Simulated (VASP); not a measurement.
A run of VASP 6.6.1 is set up as follows.

The input INCAR:

```
PREC = Accurate
ENCUT = 520
EDIFF = 1E-8
ISMEAR = -1
SIGMA = 0.03
LREAL = False
LASPH = True
NELM = 100
ALGO = Normal
ISIF = 2
LWAVE = False
LCHARG = False
GGA = PE
LEFG = True
NBANDS = 16
```

The input KPOINTS:

```
regular mesh
0
Gamma
  11 11 11
```

Contents of POSCAR:

```
HgTe
1.0
    0.0000000000      3.2867219331      3.2867219331
    3.2867219331      0.0000000000      3.2867219331
    3.2867219331      3.2867219331      0.0000000000
Hg Te
1 1
Direct
    0.0000000000      0.0000000000      0.0000000000
    0.7500000000      0.7500000000      0.7500000000
```

Potentials or basis: VASP PAW PBE potentials, release 64 (Hg, Te).

Command:

```console
$ cat potpaw_PBE.64/Hg/POTCAR potpaw_PBE.64/Te/POTCAR > POTCAR
$ mpirun -np 1 vasp_std > vasp.out
```

(1) What does it give for the band gap on the k mesh?

(2) Predict the pressure.

Answers

(1) zero (filled and empty bands touch).

(2) 1.4 GPa.

Caveat: semilocal functionals underestimate gaps, and a narrow one can read as zero; spin-orbit coupling is left out, which moves the levels of the heavy elements.
